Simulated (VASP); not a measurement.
Input of a VASP 6.6.1 run:

File POSCAR:

```
TiOs
1.0
    3.0800000000      0.0000000000      0.0000000000
    0.0000000000      3.0800000000      0.0000000000
    0.0000000000      0.0000000000      3.0800000000
Ti Os
1 1
Direct
    0.5000000000      0.5000000000      0.5000000000
    0.0000000000      0.0000000000      0.0000000000
```

File INCAR.step1:

```
ALGO = Normal
EDIFF = 1E-4
ENCUT = 600
GGA = PE
ISMEAR = 0
LASPH = T
LCHARG = F
LREAL = F
LWAVE = T
NELM = 60
PREC = Accurate
SIGMA = 0.1
```

The input INCAR.step2:

```
ALGO = Normal
EDIFF = 1E-6
EDIFFG = -0.005
ENCUT = 600
IBRION = 2
ISIF = 3
ISMEAR = 0
ISTART = 1
LASPH = T
LCHARG = F
LMIXTAU = T
LREAL = F
LWAVE = F
METAGGA = R2SCAN
NELM = 60
NSW = 100
PREC = Accurate
SIGMA = 0.1
```

KPOINTS

```
k-points
0
Gamma
  14 14 14
```

Potentials or basis: VASP PAW PBE potentials, release 64 (Ti_sv, Os).

Command:

```console
$ cat potpaw_PBE.64/Ti_sv/POTCAR potpaw_PBE.64/Os/POTCAR > POTCAR
$ cp INCAR.step1 INCAR
$ mpirun -np 1 vasp_std > vasp.out
$ cp INCAR.step2 INCAR
$ mpirun -np 1 vasp_std > vasp.out
```

Task: Predict the relaxed cell.

Result: a = 3.084 Å, b = 3.084 Å, c = 3.084 Å, α = 90.00°, β = 90.00°, γ = 90.00°.

Task: What does it give for the relaxed volume?

Result: 14.67 Å³/atom.

Final structure:
```xyz
2
Lattice="3.0843 0.0000 0.0000 0.0000 3.0843 0.0000 0.0000 0.0000 3.0843" Properties=species:S:1:pos:R:3 pbc="T T T"
Ti    1.5422    1.5422    1.5422
Os    0.0000    0.0000    0.0000
```

Caveat: the PAW data sets were made with another functional, which shifts forces and pressure a little. Zero-point motion and thermal expansion aren't in these numbers.
